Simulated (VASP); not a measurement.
Write the native input for VASP 6.6.1 that does the following.

```
Task                   : relaxation of cell and atoms
Functional             : PBEsol
Potentials or basis    : VASP PAW PBE potentials, release 64 (K_sv, Mg, F)
Cutoff                 : 600 eV
k mesh                 : 7 × 7 × 7
Occupations            : fermi-dirac, width 0.05 eV
Spin                   : no spin polarisation
Target pressure        : 5 GPa
Dipole correction      : no
Further INCAR settings : ALGO = Normal; EDIFF = 1e-06; IBRION = 2; EDIFFG = -0.01; NSW = 60; ISIF = 3
```

The structure of KMgF3 lies in POSCAR:

```
KMgF3
1.0
    3.9859000000      0.0000000000      0.0000000000
    0.0000000000      3.9859000000      0.0000000000
    0.0000000000      0.0000000000      3.9859000000
K Mg F
1 1 3
Direct
    0.5000000000      0.5000000000      0.5000000000
    0.0000000000      0.0000000000      0.0000000000
    0.0000000000      0.0000000000      0.5000000000
    0.0000000000      0.5000000000      0.0000000000
    0.5000000000      0.0000000000      0.0000000000
```

One way to write it, as run:

INCAR

```
SYSTEM = KMgF3
ALGO = Normal ; EDIFF = 1E-6
EDIFFG = -0.01 ; ENCUT = 600
GGA = PS ; IBRION = 2
ISIF = 3 ; ISMEAR = -1
LASPH = .True. ; LCHARG = .False.
LREAL = .False. ; LWAVE = .False.
NELM = 60 ; NSW = 60
PREC = Accurate ; PSTRESS = 50.0
SIGMA = 0.05
```

KPOINTS

```
k-points
0
Gamma
  7 7 7
  0 0 0
```

Potentials or basis: VASP PAW PBE potentials, release 64 (K_sv, Mg, F).

The run is started by

```console
$ cat potpaw_PBE.64/K_sv/POTCAR potpaw_PBE.64/Mg/POTCAR potpaw_PBE.64/F/POTCAR > POTCAR
$ mpirun -np 1 vasp_std > vasp.out
```

It gave:

```json
{
  "Relaxed volume": "11.91 Å³/atom",
  "Relaxed cell": "a = 3.905 Å, b = 3.905 Å, c = 3.905 Å, α = 90.00°, β = 90.00°, γ = 90.00°",
  "Space group after relaxing (to 0.1 Å)": "Pm-3m (No. 221)",
  "Energy change on relaxing (the run minimises the enthalpy)": "+10.7 meV/atom",
  "Ionic steps": "3",
  "Pressure after relaxing": "5.0 GPa",
  "Band gap on the k mesh": "7.63 eV (least direct gap 7.92 eV)"
}
```

Caveat: the cell is relaxed towards a set pressure, so the run minimises the enthalpy, not the energy; the PAW data sets were made with another functional, which shifts forces and pressure a little; an odd mesh through Γ misses points on the zone boundary, where band edges can lie.

Wall time 21 s on 1 thread of Intel(R) Xeon(R) 6975P-C (Granite Rapids) (shared host), peak memory 0.2 GiB.
